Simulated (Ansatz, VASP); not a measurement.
## GaP in VASP and in Ansatz

```xyz
4
Lattice="1.9148 1.1055 6.3586 -1.9148 1.1055 6.3586 0.0000 -2.2110 6.3586" Properties=species:S:1:pos:R:3 pbc="T T T"
Ga    0.0000    0.0000    8.3133
Ga    0.0000    0.0000   10.7626
P     0.0000    0.0000    1.1025
P     0.0000    0.0000   17.9734
```

Alike in both runs: task single point; functional PBEsol; k mesh 9 × 9 × 9; occupations gaussian, width 0.05 eV; no spin polarisation.

```csv
,VASP,Ansatz
version,VASP 6.6.1,Ansatz 0.2.0
potentials or method,"VASP PAW PBE potentials, release 64 (Ga_d, P), cutoff 520 eV","scalar-relativistic, plane waves, PAW"
valence electrons in the cell,36,36
```

```csv
,VASP,Ansatz,Ansatz less VASP
gap on the k mesh at the Fermi level (eV),0.79,0.78,-0.008
least direct gap on the mesh (eV),1.15,1.15,0.000
pressure (GPa),0.0,0.0,+0.05
rms of the force components (eV/Å),0.004,0.001,-0.0029
```

VASP's potentials were made for PBE, not for PBEsol, and Ansatz warns of the same on its side. Atom by atom the forces differ by 0.005 eV/Å (rms over components).
